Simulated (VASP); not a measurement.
**BAs: single point with PBE+D3(BJ)**

BAs:

```
B As
1.0
     0.00000    2.29551    2.29551
     2.29551    0.00000    2.29551
     2.29551    2.29551    0.00000
B As
1 1
Direct
  0.00000 0.00000 0.00000
  0.25000 0.25000 0.25000
```

```
Program             : VASP 6.6.1
Task                : single point
Functional          : PBE
Dispersion          : D3(BJ)
Potentials or basis : VASP PAW PBE potentials, release 64 (B, As)
Cutoff              : 500 eV
k mesh              : 10 × 10 × 10
Occupations         : gaussian, width 0.02 eV
Spin                : no spin polarisation
```

```yaml
Pressure: 20.6 GPa
Band_gap_on_the_k_mesh: 1.05 eV (least direct gap 3.44 eV)
Dispersion_energy_per_atom: -0.372 eV
```

Levels at points of the mesh, in eV from the valence-band top:
```tsv
k point	band 1	band 2	band 3	band 4	band 5	band 6	band 7	band 8	band 9
(0.00, 0.00, 0.00)	-16.55	0.00	0.00	0.00	3.44	3.44	3.44	6.25	10.22
(0.50, 0.00, 0.00)	-13.22	-9.72	-2.03	-2.03	3.43	4.91	4.91	9.06	13.65
(0.50, 0.50, 0.00)	-11.71	-9.23	-4.60	-4.60	1.26	1.32	12.55	12.55	13.99
```

Run time: 16 s on 1 thread of Intel Xeon 8259CL, with other jobs on the host, peak memory 0.15 GiB.

Caveat: the cell stands under pressure. A k mesh can miss the band edges.
